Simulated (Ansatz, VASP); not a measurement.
**HF: VASP beside Ansatz**

```xyz
16
Lattice="6.6884 0.0000 0.0000 0.0000 6.6884 0.0000 0.0000 0.0000 6.6884" Properties=species:S:1:pos:R:3 pbc="T T T"
F     0.9517    1.3202    4.6613
F     5.0893    0.7807    6.0680
F     0.0553    4.7914    2.3408
F     5.2373    4.5244    4.3447
F     0.6496    6.3216    7.0744
F     3.2368    2.1353    3.5574
F     3.4331    6.1365    4.8467
F     4.9696    1.7477    1.7276
H     1.7718    1.4904    4.2386
H     4.3924    0.3302    5.5687
H     0.1638    5.4064    1.6256
H     5.7874    4.6741    3.5774
H     0.1513    6.7660    6.4127
H     3.8248    1.9375    2.8420
H     3.9843    5.4114    4.5577
H     4.8864    1.4420    0.8344
```

Alike in both runs: functional r2SCAN; dispersion D3(BJ); k mesh 1 × 1 × 1; occupations fermi-dirac, width 0.02 eV; no spin polarisation.

Ansatz relaxed the structure, and its values are those at the end. VASP's run is a single point on that final structure, the one shown.

```csv
,VASP,Ansatz
version,VASP 6.6.1,Ansatz 0.2.0
potentials or method,"VASP PAW PBE potentials, release 64 (F_h, H_h), cutoff 1110 eV","scalar-relativistic, plane waves, PAW"
valence electrons in the cell,64,64
```

|  | VASP | Ansatz | Ansatz less VASP |
| --- | --- | --- | --- |
| rms of the force components (eV/Å) | 0.062 | 0.060 | -0.0016 |

VASP's potentials were made for PBE, not for r2SCAN. Ansatz's warnings: dispersion damping borrowed.
